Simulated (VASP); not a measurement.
Wanted: the native input for a VASP 6.6.1 run.

* Task: single point
* Functional: PBE
* Potentials or basis: VASP PAW PBE potentials, release 64 (K_sv, Ta_pv, Se)
* Cutoff: 520 eV
* k mesh: 8 × 8 × 8
* Occupations: gaussian, width 0.1 eV
* Spin: no spin polarisation
* Dipole correction: no
* Further INCAR settings: ALGO = Normal; EDIFF = 1e-07; NBANDS = 27

The structure of KTaSe3 lies in POSCAR:

```
KTaSe3
1.0
    5.2796093938      0.0000000000      0.0000000000
    0.0000000000      5.2796093938      0.0000000000
    0.0000000000      0.0000000000      5.2796093938
K Ta Se
1 1 3
Direct
    0.0000000000      0.0000000000      0.0000000000
    0.5000000000      0.5000000000      0.5000000000
    0.0000000000      0.5000000000      0.5000000000
    0.5000000000      0.0000000000      0.5000000000
    0.5000000000      0.5000000000      0.0000000000
```

One way to write it, as run:

INCAR

```
SYSTEM = KTaSe3
PREC     = Accurate       ! precision mode
ENCUT    = 520            ! plane-wave cutoff, eV
EDIFF    = 1E-7           ! SCF threshold, eV
ISMEAR   = 0              ! smearing method
SIGMA    = 0.1            ! smearing width, eV
LREAL    = .False.        ! projectors in reciprocal space
LASPH    = .True.         ! aspherical terms in the spheres
NELM     = 80             ! most SCF steps
ALGO     = Normal         ! electronic algorithm
ISIF     = 2              ! what is computed and relaxed
LWAVE    = .False.        ! write WAVECAR
LCHARG   = .False.        ! write CHGCAR
GGA      = PE             ! functional
NBANDS   = 27             ! bands
```

KPOINTS

```
regular mesh
0
Gamma
  8 8 8
  0 0 0
```

Potentials or basis: VASP PAW PBE potentials, release 64 (K_sv, Ta_pv, Se).

Launch:

```console
$ cat potpaw_PBE.64/K_sv/POTCAR potpaw_PBE.64/Ta_pv/POTCAR potpaw_PBE.64/Se/POTCAR > POTCAR
$ mpirun -np 1 vasp_std > vasp.out
```

It gave:

The pressure is -5.0 GPa and the band gap on the k mesh is zero (bands 19 and 20 overlap by 0.68 eV).

Caveat: the cell stands under tension; spin-orbit coupling is left out, which moves the levels of the heavy elements.

It took 2.5 min on 1 thread of Intel Xeon 8259CL (shared host), peak memory 0.33 GiB.
